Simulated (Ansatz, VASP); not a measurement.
**One calculation of Sc, two programs**

INCAR

```
PREC = Accurate ; ENCUT = 520
EDIFF = 1E-6 ; ISMEAR = -1
SIGMA = 0.03 ; LREAL = False
LASPH = True ; NELM = 100
ALGO = Normal ; ISIF = 2
LWAVE = False ; LCHARG = False
GGA = PS ; NBANDS = 12
```

File KPOINTS:

```
Automatic mesh
0
Gamma
  12 12 12
```

POSCAR

```
Sc
1.0
   -0.0454100000      2.2477950000      2.2477950000
    2.2477950000     -0.0454100000      2.2477950000
    2.2477950000      2.2477950000     -0.0454100000
Sc
1
Direct
    0.0000000000      0.0000000000      0.0000000000
```

Input for Ansatz:

```yaml
crystal:
  lattice:
    - [-0.04541, 2.247795, 2.247795]
    - [2.247795, -0.04541, 2.247795]
    - [2.247795, 2.247795, -0.04541]
  atoms:
    - { symbol: Sc, position: [0.0, 0.0, 0.0] }
kpoints:
  mp_grid: { grid: [12, 12, 12] }
  band_path:
    path:
      - [0.0, 0.0, 0.0]
      - [0.5, 0.5, 0.5]
      - [0.2551801333, 0.5, 0.7448198667]
      - [-0.2551801333, 0.2551801333, 0.5]
      - [0.0, 0.0, 0.5]
      - [0.0, 0.0, 0.0]
      - [-0.3775900666, 0.0, 0.3775900666]
      - [0.0, 0.3775900666, 0.6224099334]
      - [0.0, 0.5, 0.5]
    npoints: 5
scf:
  occupations: { method: fermi_dirac, width: 0.03 }
hamiltonian:
  xc: pbesol
  pseudopotentials: { kind: all_electron, lapw: { basis_error: 0.00025 } }
output:
  forces: true
  stress: true
  eigenvalues: true
```

Change from the starting cell: equal xy, yz and zx shear strains of -2 %.

Alike in both runs: task single point; functional PBEsol; k mesh 12 × 12 × 12; occupations fermi-dirac, width 0.03 eV; no spin polarisation.

```csv
,VASP,Ansatz
version,VASP 6.6.1,Ansatz 0.2.0
potentials or method,"VASP PAW PBE potentials, release 64 (Sc_sv), cutoff 520 eV","all-electron LAPW, scalar-relativistic"
```

|  | VASP | Ansatz | Ansatz less VASP |
| --- | --- | --- | --- |
| pressure (GPa) | 0.5 | 0.5 | -0.01 |
| traceless stress, the component that is largest in VASP (GPa) | 0.72 | 0.72 | -0.002 |

VASP's potentials were made for PBE, not for PBEsol. Ansatz ran all-electron here, and VASP with PAW potentials.
